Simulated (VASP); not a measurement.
Write the native input for VASP 6.6.1 that does the following.

| Item | Value |
| --- | --- |
| Task | single point |
| Functional | PBEsol |
| Potentials or basis | VASP PAW PBE potentials, release 64 (Ge_d) |
| Cutoff | 520 eV |
| k mesh | 13 × 13 × 13 |
| Occupations | fermi-dirac, width 0.05 eV |
| Spin | no spin polarisation |
| Dipole correction | no |
| Further INCAR settings | ALGO = Normal; EDIFF = 1e-06; NBANDS = 21 |

The structure of Ge lies in POSCAR:

```
Ge
1.0
    0.0000000000      2.1747487110      2.1747487110
    2.1747487110      0.0000000000      2.1747487110
    2.1747487110      2.1747487110      0.0000000000
Ge
2
Direct
   -0.1250000000     -0.1250000000     -0.1250000000
    0.1250000000      0.1250000000      0.1250000000
```

This cell differs from its parent crystal: volume scaled by 0.45.

The input as run:

INCAR

```
PREC = Accurate ; ENCUT = 520
EDIFF = 1E-6 ; ISMEAR = -1
SIGMA = 0.05 ; LREAL = False
LASPH = True ; NELM = 60
ALGO = Normal ; ISIF = 2
LWAVE = False ; LCHARG = False
GGA = PS ; NBANDS = 21
```

KPOINTS

```
regular mesh
0
Gamma
  13 13 13
```

Potentials or basis: VASP PAW PBE potentials, release 64 (Ge_d).

Launch:

```bash
$ cat potpaw_PBE.64/Ge_d/POTCAR > POTCAR
$ mpirun -np 1 vasp_std > vasp.out
```

Results of the run:

The pressure is 331.3 GPa and the band gap on the k mesh is zero (band 14 reaches 17.08 eV, above the bottom of band 15 at 15.30 eV).

Caveat: the PAW data sets were made with another functional, which shifts forces and pressure a little.

Run time: 33 s on 1 thread of AMD EPYC 7R43 64-Core Processor (Zen 3), with other jobs on the host, peak memory 0.11 GiB.
